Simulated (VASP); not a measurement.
Set up this calculation in VASP 6.6.1, as the native input.

```yaml
Task: single point
Functional: PBE
Potentials_or_basis: VASP PAW PBE potentials, release 64 (Rb_sv, Br)
Cutoff: 520 eV
k_mesh: 6 × 6 × 6
Occupations: gaussian, width 0.05 eV
Spin: no spin polarisation
Dipole_correction: no
Further_INCAR_settings: ALGO = Normal; EDIFF = 1e-06; NBANDS = 15
```

The structure of RbBr lies in POSCAR:

```
RbBr
1.0
    3.7959911160      0.0000000000      0.0000000000
    0.0000000000      3.7959911160      0.0000000000
    0.0000000000      0.0000000000      4.1260773000
Rb Br
1 1
Direct
    0.0000000000      0.0000000000      0.0000000000
    0.5000000000      0.5000000000      0.5000000000
```

This cell differs from its parent crystal: strain -0.080 along x and y, +0.000 along z.

The input as run:

INCAR

```
ALGO = Normal ; EDIFF = 1E-6
ENCUT = 520 ; GGA = PE
ISIF = 2 ; ISMEAR = 0
LASPH = True ; LCHARG = False
LREAL = False ; LWAVE = False
NBANDS = 15 ; NELM = 80
PREC = Accurate ; SIGMA = 0.05
```

KPOINTS

```
k-points
0
Gamma
  6 6 6
```

Potentials or basis: VASP PAW PBE potentials, release 64 (Rb_sv, Br).

Command:

```console
$ cat potpaw_PBE.64/Rb_sv/POTCAR potpaw_PBE.64/Br/POTCAR > POTCAR
$ mpirun -np 1 vasp_std > vasp.out
```

Results of the run:

The pressure is 5.3 GPa and the band gap on the k mesh is 4.38 eV, indirect (least direct gap 4.54 eV).

Caveat: the cell differs from its parent crystal (strain -0.080 along x and y, +0.000 along z).

It took 24 s on 1 thread of Intel(R) Xeon(R) Platinum 8375C CPU @ 2.90GHz (Ice Lake), on a shared host, peak memory 0.18 GiB.
